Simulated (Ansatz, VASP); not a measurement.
**Two plane-wave programs on TaVN2**

```
Ta V N
1.0
     3.09000    0.00000    0.00000
     0.00000    3.09000    0.00000
     0.00000    0.00000    4.35260
Ta V N
1 1 2
Direct
  0.00000 0.00000 0.00000
  0.50000 0.50000 0.50000
  0.50000 0.50000 0.00000
  0.00000 0.00000 0.50000
```

Alike in both runs: task single point; functional PBE; k mesh 9 × 9 × 6; occupations fermi-dirac, width 0.05 eV; collinear spin.

```csv
,VASP,Ansatz
version,VASP 6.6.1,Ansatz 0.2.0
potentials or method,"VASP PAW PBE potentials, release 64 (Ta_pv, V_sv, N)",Ansatz PAW
plane-wave cutoff (eV),520,420
valence electrons in the cell,34,36
```

Ansatz gave:

```
gap on the k mesh at the Fermi level (eV)                     : none
pressure (GPa)                                                : -11.2
traceless stress, the component that is largest in VASP (GPa) : -0.17
net moment per atom (μB)                                      : 0.33
size of the moment on the site where the two differ most (μB) : 1.10
```

**Question.** What did VASP give for the same quantities?

**Answer.** gap on the k mesh at the Fermi level (eV): none; pressure (GPa): -10.6; traceless stress, the component that is largest in VASP (GPa): -0.13; net moment per atom (μB): 0.33; size of the moment on the site where the two differ most (μB): 1.27.

Site moments also hang on the region over which each program counts them. A gap of «none» marks a metal or a gap that the smearing closes. VASP's potentials hold 34 valence electrons a cell and Ansatz's 36, so a difference there can come from the potentials and not from the codes.

Spin-orbit coupling is off throughout.
